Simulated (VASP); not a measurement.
A run of VASP 6.6.1 is set up as follows.

Contents of INCAR:

```
SYSTEM = Al2O3
ALGO     = Normal         ! electronic algorithm
EDIFF    = 1E-7           ! SCF threshold, eV
ENCUT    = 520            ! plane-wave cutoff, eV
GGA      = PE             ! functional
ISIF     = 2              ! what is computed and relaxed
ISMEAR   = 0              ! smearing method
LASPH    = .True.         ! aspherical terms in the spheres
LCHARG   = .True.         ! write CHGCAR
LELF     = .True.         ! ELF
LREAL    = .False.        ! projectors in reciprocal space
LVHAR    = .True.       
LWAVE    = .False.        ! write WAVECAR
NBANDS   = 35             ! bands
NELM     = 60             ! most SCF steps
PREC     = Accurate       ! precision mode
SIGMA    = 0.05           ! smearing width, eV
```

Contents of KPOINTS:

```
k-points
0
Gamma
  6 6 6
  0 0 0
```

File POSCAR:

```
Al2O3
1.0
    2.2983489590      1.3269523902      4.5303522448
   -2.2983489590      1.3269523902      4.5303522448
    0.0000000000     -2.6539047804      4.5303522448
Al O
4 6
Direct
    0.8521293568      0.8521293568      0.8521293568
    0.6478706432      0.6478706432      0.6478706432
    0.1478706432      0.1478706432      0.1478706432
    0.3521293568      0.3521293568      0.3521293568
    0.0561574040      0.4438425960      0.7500000000
    0.7500000000      0.0561574040      0.4438425960
    0.4438425960      0.7500000000      0.0561574040
    0.9438425960      0.5561574040      0.2500000000
    0.2500000000      0.9438425960      0.5561574040
    0.5561574040      0.2500000000      0.9438425960
```

Potentials or basis: VASP PAW PBE potentials, release 64 (Al, O).

Command:

```console
$ cat potpaw_PBE.64/Al/POTCAR potpaw_PBE.64/O/POTCAR > POTCAR
$ mpirun -np 1 vasp_std > vasp.out
```

What does it give for the largest force?

0.529 eV/Å.

Predict the pressure.

15.7 GPa.

Estimate the band gap on the k mesh.

6.21 eV.

Stress tensor (GPa, compression positive):
```
27.85  0.00  0.00
 0.00 27.85  0.00
 0.00  0.00 -8.65
```

Caveat: the cell stands under pressure. A hybrid or GW would open this gap; PBE tends to underestimate it.
